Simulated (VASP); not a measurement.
Co2Pd:

```xyz
3
Lattice="2.6379 0.0000 0.0000 -1.3190 2.2845 0.0000 0.0000 0.0000 6.3193" Properties=species:S:1:pos:R:3 pbc="T T T"
Pd    0.0000    0.0000    0.0000
Co    1.3190    0.7615    2.2104
Co    0.0000    1.5230    4.1090
```

- Program: VASP 6.6.1
- Task: relaxation of cell and atoms
- Functional: PBEsol
- Dispersion: D4
- Potentials or basis: VASP PAW PBE potentials, release 64 (Pd, Co)
- Cutoff: 600 eV
- k mesh: 12 × 12 × 4
- Occupations: fermi-dirac, width 0.05 eV
- Spin: collinear spin, ferromagnetic start
- Starting moments: [0.0, 2.0, 2.0] μB

At the start: pressure -13.8 GPa; volume 12.69 Å³/atom.

Q: Where does the relaxation end?

A: Over 11 steps the energy falls by 40.5 meV/atom and the volume is 11.81 Å³/atom (-7.0 %); space group P-3m1 (No. 164, to 0.1 Å) before and after; moment 3.65 μB per cell.

The path:
```csv
step,energy change (eV),largest force (eV/Å),pressure (GPa),volume (Å³)
1,0.0000,0.0622,-13.83,38.08
2,0.1160,0.3032,26.80,32.36
3,-0.1211,0.0718,-0.38,35.52
4,-0.1211,0.0747,-0.08,35.47
5,-0.1211,0.0778,0.25,35.42
6,-0.1214,0.0027,-0.34,35.50
7,-0.1214,0.0163,-0.32,35.49
8,-0.1214,0.0206,-0.22,35.48
9,-0.1214,0.0176,-0.13,35.49
10,-0.1214,0.0168,-0.18,35.49
11,-0.1215,0.0000,0.08,35.43
```

Final structure:
```yaml
crystal:
  lattice:
    - [2.57277, 0.00000, 0.00000]
    - [-1.28638, 2.22808, 0.00000]
    - [0.00000, 0.00000, 6.18152]
  atoms:
    - { symbol: Pd, position: [0.00000, 0.00000, 0.00000] }
    - { symbol: Co, position: [0.66667, 0.33333, 0.34939] }
    - { symbol: Co, position: [0.33333, 0.66667, 0.65061] }
```

Caveat: the PAW data sets were made with another functional, which shifts forces and pressure a little.
